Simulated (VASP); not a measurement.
Crystal: NaCl.

```
Na Cl
1.0
     0.00000    2.80270    2.80270
     2.80270    0.00000    2.80270
     2.80270    2.80270    0.00000
Na Cl
1 1
Direct
  0.00000 0.00000 0.00000
  0.50000 0.50000 0.50000
```

Base run:

| Item | Value |
| --- | --- |
| Program | VASP 6.6.1 |
| Functional | r2SCAN |
| Potentials or basis | VASP PAW PBE potentials, release 64 (Na_pv, Cl) |
| Cutoff | 520 eV |
| k mesh | 8 × 8 × 8 |
| Occupations | gaussian, width 0.01 eV |
| Spin | no spin polarisation |

Its results: band gap on the k mesh 6.00 eV; pressure -0.2 GPa.

The run is repeated on the same cell with these changes: functional from r2SCAN to PBE; k mesh from 8 × 8 × 8 to 4 × 4 × 4. What comes out?

Band gap on the k mesh 5.18 eV; pressure 1.3 GPa.

Several settings changed at once.

Caveats: some runs use coarse meshes; the PAW data sets were made with another functional, which shifts forces and pressure a little (at least some runs).

A k mesh can miss the band edges.
